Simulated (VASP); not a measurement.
Here is a VASP 6.6.1 calculation.

INCAR

```
ALGO = Normal ; EDIFF = 1E-7
EDIFFG = -0.02 ; ENCUT = 600
GGA = PS ; GGA_COMPAT = False
IBRION = 2 ; ISIF = 8
ISMEAR = 0 ; LASPH = True
LCHARG = False ; LREAL = False
LWAVE = False ; NELM = 120
NELMIN = 4 ; NSW = 80
PREC = Accurate ; SIGMA = 0.01
```

Contents of KPOINTS:

```
k-points
0
Gamma
  6 6 6
```

The input POSCAR:

```
KF
1.0
    3.7785670000      0.0000000000      0.0000000000
    1.8892835000      3.2723350119      0.0000000000
    1.8892835000      1.0907783373      3.0851870363
K F
1 1
Direct
    0.0000000000      0.0000000000      0.0000000000
    0.5000000000      0.5000000000      0.5000000000
```

Potentials or basis: VASP PAW PBE potentials, release 64 (K_sv, F).

Command:

```console
$ cat potpaw_PBE.64/K_sv/POTCAR potpaw_PBE.64/F/POTCAR > POTCAR
$ mpirun -np 1 vasp_std > vasp.out
```

(1) Estimate the relaxed cell.

(2) Estimate the relaxed volume.

(3) Estimate the band gap on the k mesh.

## Answers

(1) a = 3.753 Å, b = 3.753 Å, c = 3.753 Å, α = 60.00°, β = 60.00°, γ = 60.00°.

(2) 18.69 Å³/atom.

(3) 6.13 eV.

Caveat: the PAW data sets were made with another functional, which shifts forces and pressure a little.
